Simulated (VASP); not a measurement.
Zn: single point with LDA

Zn:

```
Zn
1.0
    -1.56904    1.56904    1.56904
     1.56904   -1.56904    1.56904
     1.56904    1.56904   -1.56904
Zn
1
Direct
  0.00000 0.00000 0.00000
```

| Item | Value |
| --- | --- |
| Program | VASP 6.6.1 |
| Task | single point |
| Functional | LDA |
| Potentials or basis | VASP PAW LDA potentials, release 64 (Zn) |
| Cutoff | 520 eV |
| k mesh | 12 × 12 × 12 |
| Occupations | gaussian, width 0.02 eV |
| Spin | no spin polarisation |

```
Pressure               : -7.9 GPa
Band gap on the k mesh : zero (band 6 reaches 6.98 eV, above the bottom of band 7 at 1.80 eV)
```

Levels at points of the mesh, in eV from the Fermi level:
```
           k point  band 2  band 3  band 4  band 5  band 6  band 7  band 8  band 9  band 10  band 11
(0.00, 0.00, 0.00)   -7.74   -7.74   -7.74   -7.23   -7.23   18.82   18.82   18.82    20.94    20.94
(0.50, 0.00, 0.00)   -8.04   -7.26   -7.20   -6.90   -2.52   -0.96   11.22   12.74    15.43    16.81
(0.50, 0.50, 0.50)   -8.27   -6.98   -6.98   -6.98    4.22    4.22    4.22    7.36     8.76     8.76
```

It took 6.8 s on 1 thread of AMD EPYC 7R43 64-Core Processor (Zen 3) (shared host), peak memory 0.09 GiB.
